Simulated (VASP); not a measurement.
# Si62B (a cell with a defect) in VASP: single point with LDA

Aim: the single point of Si62B (a cell with a defect) with LDA.

Everything below comes from runs of VASP 6.6.1. Logs are shortened: lines on timing, memory, paths and dates and some standing lists are left out, and cuts for length are marked.

**1. The cell of the first run**

The cell holds a defect, 63 atoms: a = 10.860 Å, b = 10.860 Å, c = 10.860 Å, α = 90.00°, β = 90.00°, γ = 90.00°.

**2. Single point, LDA, collinear spin, zero start**

File INCAR:

```
SYSTEM = Si62B
  PREC = Accurate
  ENCUT = 520
  EDIFF = 1E-6
  ISMEAR = -1
  SIGMA = 0.05
  LREAL = Auto
  LASPH = .True.
  NELM = 150
  ALGO = Normal
  ISIF = 2
  LWAVE = .False.
  LCHARG = .True.
  ISPIN = 2
  MAGMOM = 0 0 0 0 0 0 0 0 0 0 0 0 0 0 0 0 0 0 0 0 0 0 0 0 0 0 0 0 0 0 0 0 0 0 0 0 0 0 0 0 0 0 0 0 0 0 0 0 0 0 0 0 0 0 0 0 0 0 0 0 0 0 0
  LORBIT = 11
  GGA = CA
  LELF = .True.
  LVHAR = .True.
  NELECT = 253.0
  NBANDS = 166
```

File KPOINTS:

```
regular mesh
0
Gamma
  1 1 1
  0 0 0
```

File POSCAR:

```
Si62B
1.0
   10.8600000000      0.0000000000      0.0000000000
    0.0000000000     10.8600000000      0.0000000000
    0.0000000000      0.0000000000     10.8600000000
Si B
62 1
Direct
    0.4951098527      0.0018347145      0.0019892265
    0.6243455801      0.1258051565      0.1237981584
    0.7496391344      0.2503453959     -0.0010134438
    0.8720453959      0.3719808471      0.1289933702
    0.7546372007      0.0005101289      0.2399765193
    0.0008104972     -0.0006830571     -0.0005913444
    0.1213602210      0.1270507366      0.1255731123
    0.2514251381      0.2497779006     -0.0014296501
    0.3772026703      0.3737744936      0.1235822284
    0.5008362799      0.4993190608     -0.0030606814
    0.6243841621      0.6228876611      0.1246824125
    0.7476209945      0.7440199816     -0.0063057090
    0.8733346225      0.8709846225      0.1179224678
    0.2439260589      0.0025907919      0.2539149171
    0.3755408840      0.1258262431      0.3755649171
    0.5034450276      0.2510613260      0.2530905157
    0.6368308471      0.3618864641      0.3881851750
    0.7468676796      0.4964011050      0.2546079190
    0.8741775322      0.6241988950      0.3756419890
    0.5086197974      0.0057610497      0.4981623389
    0.6509585635      0.1298069061      0.6099469613
    0.8786910681      0.3520132597      0.6108232965
    0.7496182320     -0.0004758748      0.7526194291
    0.8760075506      0.1248187845      0.8763337017
   -0.0045574586      0.5020277164      0.0047885820
    0.1219078269      0.6275580110      0.1275256906
    0.2497464088      0.7493074586      0.0014526703
    0.3705509208      0.8770122468      0.1279188766
   -0.0081391344      0.2421861878      0.2539849908
    0.1225459484      0.3706031308      0.3746786372
    0.2483661142      0.4984081952      0.2468427256
    0.3702219153      0.6290833333      0.3724331492
    0.5008274401      0.7525996317      0.2484493554
    0.6307418969      0.8789500000      0.3725231123
   -0.0258436464      0.0282470534      0.5079162063
    0.1261282689      0.1249389503      0.6298007366
    0.2501254144      0.2491379374      0.5017856354
    0.3767727440      0.3747716390      0.6244296501
    0.4986837017      0.5004409761      0.4975476059
    0.6264250460      0.6224402394      0.6219252302
    0.7518238490      0.7513560773      0.5004781768
    0.8745440147      0.8762681400      0.6287963168
    0.2552650092     -0.0039126151      0.7477671271
    0.3792579190      0.1267252302      0.8687334254
    0.5104719153      0.2479076427      0.7386254144
    0.6270813076      0.3744745856      0.8700058932
    0.7539060773      0.4879767956      0.7352459484
    0.8725524862      0.6171913444      0.8672603131
   -0.0031616022      0.7546978821      0.2528592081
    0.1055209945      0.8933743094      0.3821997238
   -0.0005503683      0.4965139042      0.4992131676
    0.1255915285      0.6244107735      0.6226296501
    0.2425527624      0.7588875691      0.4968004604
    0.3803255064      0.8757208103      0.6194398711
    0.0046371087      0.2503580110      0.7549017495
    0.1242253223      0.3799241252      0.8806895948
    0.2505471455      0.5001872007      0.7501223757
    0.3751530387      0.6259903315      0.8742504604
    0.5014043278      0.7488174033      0.7475603131
    0.6204092081      0.8762263352      0.8769355433
    0.0021032228      0.7472023941      0.7495801105
    0.1266536832      0.8743844383      0.8748348066
    0.7762657459      0.2304724678      0.5193163904
```

Potentials or basis: VASP PAW LDA potentials, release 64 (Si, B).

Launch:

```sh
> cat potpaw_LDA.64/Si/POTCAR potpaw_LDA.64/B/POTCAR > POTCAR
> mpirun -np 1 vasp_gam > vasp.out
```

OUTCAR:

```text
SYSTEM = Si62B
   PREC = Accurate
   ENCUT = 520
   EDIFF = 1E-6
   ISMEAR = -1
   LREAL = Auto
   LASPH = .True.
   NELM = 150
   ISIF = 2
   ISPIN = 2
   LORBIT = 11
   GGA = CA
   NELECT = 253.0

 ion  position               nearest neighbor table
   1  0.495  0.002  0.002-  44 2.35   2 2.35  28 2.35  60 2.36
   2  0.624  0.126  0.124-   5 2.33   3 2.35   1 2.35  16 2.35
   3  0.750  0.250  0.999-   4 2.35  24 2.35   2 2.35  46 2.36
   4  0.872  0.372  0.129-   3 2.35  29 2.35  18 2.35  25 2.37
   5  0.755  0.001  0.240-  13 2.32   2 2.33  34 2.37
   6  0.001  0.999  0.999-  24 2.34  13 2.35   7 2.35  62 2.35
   7  0.121  0.127  0.126-  29 2.34   6 2.35  14 2.35   8 2.38
   8  0.251  0.250  0.999-   9 2.35  56 2.35   7 2.38  44 2.39
   9  0.377  0.374  0.124-   8 2.35  10 2.36  31 2.36  16 2.37
  10  0.501  0.499  0.997-  11 2.35  58 2.35   9 2.36  46 2.37
  11  0.624  0.623  0.125-  10 2.35  12 2.35  33 2.36  18 2.38
[... 49 lines left out ...]
  61  0.002  0.747  0.750-  52 2.34  62 2.36  42 2.37  48 2.37
  62  0.127  0.874  0.875-  27 2.35   6 2.35  61 2.36  43 2.37
  63  0.776  0.230  0.519-  22 1.99  21 2.00  17 2.52

  LATTYP: Found a simple cubic cell.
 ALAT       =    10.8600000000

  Lattice vectors:

 A1 = (  10.8600000000,   0.0000000000,   0.0000000000)
 A2 = (   0.0000000000,  10.8600000000,   0.0000000000)
 A3 = (   0.0000000000,   0.0000000000,  10.8600000000)

Analysis of symmetry for initial positions (statically):
=====================================================================
 Subroutine PRICEL returns:
 Original cell was already a primitive cell.

 Routine SETGRP: Setting up the symmetry group for a
 simple cubic supercell.

 Subroutine GETGRP returns: Found  1 space group operations
 (whereof  1 operations were pure point group operations)
 out of a pool of 48 trial point group operations.

The static configuration has the point symmetry C_1 .

Analysis of symmetry for dynamics (positions and initial velocities):
=====================================================================
 Subroutine PRICEL returns:
 Original cell was already a primitive cell.

 Routine SETGRP: Setting up the symmetry group for a
 simple cubic supercell.

 Subroutine GETGRP returns: Found  1 space group operations
 (whereof  1 operations were pure point group operations)
 out of a pool of 48 trial point group operations.

The dynamic configuration has the point symmetry C_1 .

Analysis of structural, dynamic, and magnetic symmetry:
=====================================================================
 Subroutine PRICEL returns:
 Original cell was already a primitive cell.

 Routine SETGRP: Setting up the symmetry group for a
 simple cubic supercell.

 Subroutine GETGRP returns: Found  1 space group operations
 (whereof  1 operations were pure point group operations)
 out of a pool of 48 trial point group operations.

The overall configuration has the point symmetry C_1 .

 Subroutine INISYM returns: Found  1 space group operations
 (whereof  1 operations are pure point group operations),
 and found     1 'primitive' translations

----------------------------------------------------------------------------------------

                                     Primitive cell

  volume of cell :    1280.8241

  direct lattice vectors                    reciprocal lattice vectors
    10.860000000  0.000000000  0.000000000     0.092081031  0.000000000  0.000000000
     0.000000000 10.860000000  0.000000000     0.000000000  0.092081031  0.000000000
     0.000000000  0.000000000 10.860000000     0.000000000  0.000000000  0.092081031

  length of vectors
    10.860000000 10.860000000 10.860000000     0.092081031  0.092081031  0.092081031

  position of ions in fractional coordinates (direct lattice)
[... 167 lines left out ...]
 SYSTEM =  Si62B
   PREC   = accura    normal or accurate (medium, high low for compatibility)
   ISTART =      0    job   : 0-new  1-cont  2-samecut
   ICHARG =      2    charge: 1-file 2-atom 10-const
   ISPIN  =      2    spin polarized calculation?
   LNONCOLLINEAR =      F non collinear calculations
   LSORBIT =      F    spin-orbit coupling
   LASPH  =      T    aspherical Exc in radial PAW
   ENCUT  =  520.0 eV  38.22 Ry    6.18 a.u.  20.19 20.19 20.19*2*pi/ulx,y,z
   NELM   =    150;   NELMIN=  2; NELMDL= -5     # of ELM steps
   EDIFF  = 0.1E-05   stopping-criterion for ELM
   LREAL  =      T    real-space projection
   EDIFFG = 0.1E-04   stopping-criterion for IOM
   NSW    =      0    number of steps for IOM
[... 5 lines left out ...]
   TEBEG  =    0.0;   TEEND  =   0.0 temperature during run
   PSTRESS=    0.0 pullay stress
   NELECT =     253.0000    total number of electrons
   NUPDOWN=      -1.0000    fix difference up-down
   EMIN   =  10.00;   EMAX   =-10.00  energy-range for DOS
   EFERMI =   0.00;   METHOD = LEGACY
   ISMEAR =    -1;   SIGMA  =   0.05  broadening in eV -4-tet -1-fermi 0-gaus
   EFERMI_NEDOS =   21; number of points for ismear=-14 and -15
   IALGO  =     38    algorithm
   IMIX   =      4    mixing-type and parameters
     AMIX     =   0.40;   BMIX     =  1.00
     AMIX_MAG =   1.60;   BMIX_MAG =  1.00
  volume/ion in A,a.u.               =      20.33       137.20
  Fermi-wavevector in a.u.,A,eV,Ry     =   0.953422  1.801706 12.367880  0.909014
  Thomas-Fermi vector in A             =   2.082076
   LORBIT       =     11    0 simple, 1 ext, 2 COOP (PROOUT), +10 PAW based schemes
   GGA     = CA    functional components
   LHFCALC =     F    Hartree Fock is set to
   AEXX    =    0.0000 exact exchange contribution
   IVDW    =     0    specifies the selected vdW correction
   LEPSILON=     F    determine dielectric tensor
   LRPA    =     F    only Hartree local field effects (RPA)
 spin polarized calculation
  energy-cutoff  :      520.00
  volume of cell :     1280.82
 maximum number of plane-waves:     17229
 NGX is ok and might be reduce to    84
   NGX = 41   NGY = 41   NGZ = 41

 number of electron     252.9999997 magnetization      -0.0000311

 number of electron     252.9999997 magnetization       0.0000657

 Free energy of the ion-electron system (eV)
  ---------------------------------------------------
  ext. energy  EPLUGINS =         0.00000000
  ---------------------------------------------------
  free energy    TOTEN  =      -353.26421214 eV

  energy without entropy =     -353.02908316  energy(sigma->0) =     -353.14664765

 E-fermi :   6.0406     XC(G=0):  -9.5509

 val. band max:        5.9992213367   @ k =   0.0000   0.0000   0.0000
 cond. band min:       6.0442310531   @ k =   0.0000   0.0000   0.0000
 fundamental gap:      0.0450097164
 Fermi energy:         6.0406302469

 spin component 1

 k-point     1 :       0.0000    0.0000    0.0000
  band No.  band energies     occupation
      1      -6.3394      1.00000
      2      -5.3050      1.00000
      3      -5.2900      1.00000
      4      -5.2865      1.00000
      5      -5.2822      1.00000
      6      -5.2431      1.00000
[... 130 lines left out ...]
    137       6.6607      0.00000
    138       6.6829      0.00000
 Fermi energy:         6.0406302469

 spin component 2

 k-point     1 :       0.0000    0.0000    0.0000
  band No.  band energies     occupation
      1      -6.3394      1.00000
      2      -5.3050      1.00000
      3      -5.2900      1.00000
      4      -5.2865      1.00000
      5      -5.2822      1.00000
      6      -5.2431      1.00000
[... 130 lines left out ...]
    137       6.6607      0.00000
    138       6.6829      0.00000
 [bands above 138 left out]

------------------------ aborting loop because EDIFF is reached ----------------------------------------

  FORCE on cell =-STRESS in cart. coord.  units (eV):
  Direction    XX          YY          ZZ          XY          YZ          ZX
  --------------------------------------------------------------------------------------
  -------------------------------------------------------------------------------------
  Total       -4.4625129     -3.5591927      3.3053962      1.3066519      2.5890491      0.7989541
  in kB       -5.5821383     -4.4521789      4.1347059      1.6344853      3.2386304      0.9994082
  external PRESSURE =      -1.9665371 kB  Pullay stress =       0.0000000 kB

 VOLUME and BASIS-vectors are now :
 -----------------------------------------------------------------------------
  energy-cutoff  :      520.00
  volume of cell :     1280.82
      direct lattice vectors                 reciprocal lattice vectors
    10.860000000  0.000000000  0.000000000     0.092081031  0.000000000  0.000000000
     0.000000000 10.860000000  0.000000000     0.000000000  0.092081031  0.000000000
     0.000000000  0.000000000 10.860000000     0.000000000  0.000000000  0.092081031

 POSITION                                       TOTAL-FORCE (eV/Angst)
 -----------------------------------------------------------------------------------
      5.37689      0.01992      0.02160        -0.003049      0.005585      0.001097
      6.78039      1.36624      1.34445         0.003862      0.003342     -0.022902
      8.14108      2.71875     10.84899         0.006699     -0.004245     -0.019439
      9.47041      4.03971      1.40087         0.016168      0.014632     -0.058494
      8.19536      0.00554      2.60614        -0.042024     -0.062559     -0.035183
      0.00880     10.85258     10.85358         0.013676     -0.003150     -0.032952
[... 55 lines left out ...]
      1.37546      9.49581      9.50071         0.008868     -0.010762     -0.002818
      8.43025      2.50293      5.63978        -1.095525      0.869576     -0.216514
 -----------------------------------------------------------------------------------
    total drift:                                0.011452     -0.019558     -0.007302

  FREE ENERGIE OF THE ION-ELECTRON SYSTEM (eV)
  ---------------------------------------------------
  free  energy   TOTEN  =      -353.2642121394 eV

  energy  without entropy=     -353.0290831604  energy(sigma->0) =     -353.14664765

 total charge

# of ion       s       p       d       tot
------------------------------------------
    1        0.752   0.955   0.000   1.707
    2        0.748   0.964   0.000   1.712
    3        0.747   0.969   0.000   1.716
    4        0.749   0.958   0.000   1.707
    5        0.793   0.879   0.000   1.672
    6        0.747   0.970   0.000   1.717
[... 55 lines left out ...]
   62        0.748   0.964   0.000   1.712
   63        0.678   0.977   0.000   1.654
--------------------------------------------------
tot         47.367  59.816   0.000 107.183

 magnetization (x)

# of ion       s       p       d       tot
------------------------------------------
    1        0.000   0.000   0.000   0.000
    2        0.000   0.000   0.000   0.000
    3       -0.000   0.000   0.000   0.000
    4        0.000   0.000   0.000   0.000
    5        0.000   0.000   0.000   0.000
    6       -0.000   0.000   0.000   0.000
[... 55 lines left out ...]
   62        0.000   0.000   0.000   0.000
   63        0.000   0.000   0.000   0.000
--------------------------------------------------
tot          0.000   0.000   0.000   0.000
```

Run time: 9.7 min. Hardware: 1 thread of AMD EPYC 7R43 (Zen 3), shared host; peak memory 0.88 GiB.

What came out:

| Property | Result |
| --- | --- |
| Free energy | -353.2642 eV |
| Largest force | 1.415 eV/Å |
| Net moment | 0.00 μB per cell |
| Valence electrons inside the program's atomic spheres | Si 1.71, 1.72, 1.67, 1.70, 1.63, 1.69, 1.66, 1.68 (each value once); B 1.65 |

Forces in eV/Å, atoms in the order of the input:
```
Si  -0.003  0.006  0.001
Si   0.004  0.003 -0.023
Si   0.007 -0.004 -0.019
Si   0.016  0.015 -0.058
Si  -0.042 -0.063 -0.035
Si   0.014 -0.003 -0.033
Si   0.084 -0.022 -0.089
Si   0.076 -0.005 -0.005
Si   0.050 -0.002  0.050
Si  -0.010  0.012  0.015
Si   0.008 -0.034  0.026
Si   0.033 -0.005  0.052
Si   0.034  0.001 -0.002
Si   0.016 -0.004 -0.012
Si   0.014  0.005 -0.015
Si   0.112  0.012  0.067
Si   0.482 -0.414  0.301
Si   0.015 -0.068  0.027
Si   0.001 -0.008 -0.019
Si  -0.025 -0.009  0.001
Si  -0.190 -0.045  0.165
Si  -0.096  0.146  0.142
Si  -0.025 -0.046  0.027
Si   0.000 -0.007 -0.004
Si   0.017  0.018 -0.018
Si   0.020 -0.004 -0.012
Si   0.015 -0.002 -0.007
Si   0.012 -0.015 -0.008
Si   0.141  0.044 -0.176
Si   0.002 -0.010  0.006
Si  -0.010 -0.013  0.000
Si   0.085 -0.087 -0.021
Si   0.019  0.002 -0.004
Si  -0.010 -0.024  0.023
Si   0.022 -0.060 -0.188
Si  -0.062 -0.005 -0.064
Si  -0.001 -0.011 -0.012
Si   0.004 -0.006 -0.011
Si   0.144 -0.127 -0.007
Si  -0.003  0.022  0.004
Si   0.018  0.001 -0.002
Si   0.014  0.023 -0.038
Si  -0.038 -0.002 -0.028
Si  -0.006 -0.017 -0.010
Si  -0.060  0.023  0.053
Si  -0.019  0.010  0.038
Si  -0.037  0.107  0.100
Si   0.023  0.047  0.027
Si   0.016  0.001  0.000
Si   0.086 -0.076 -0.003
Si  -0.039 -0.019  0.004
Si   0.004 -0.030 -0.018
Si   0.079 -0.072  0.020
Si   0.000 -0.003  0.012
Si  -0.008  0.023 -0.004
Si   0.031 -0.027  0.010
Si   0.001 -0.009 -0.018
Si  -0.002 -0.003 -0.013
Si   0.007  0.009  0.003
Si   0.014 -0.035  0.052
Si   0.032  0.010 -0.028
Si   0.009 -0.011 -0.003
B   -1.096  0.870 -0.217
```

Levels at points of the mesh, in eV from the Fermi level:
Spin up:
```tsv
k point	band 124	band 125	band 126	band 127	band 128	band 129
(0.00, 0.00, 0.00)	-0.75	-0.70	-0.04	0.00	0.07	0.14
```
Spin down:
| k point | band 122 | band 123 | band 124 | band 125 | band 126 | band 127 | band 128 | band 129 | band 130 | band 131 |
| --- | --- | --- | --- | --- | --- | --- | --- | --- | --- | --- |
| (0.00, 0.00, 0.00) | -1.41 | -0.78 | -0.75 | -0.70 | -0.04 | 0.00 | 0.07 | 0.14 | 0.18 | 0.19 |

Caveat: the k points lie up to 0.58 Å⁻¹ apart; the cell carries a net charge on a neutralising background, which shifts energy and pressure; the cell is charged against a uniform background, so pressure and absolute levels hang on convention.
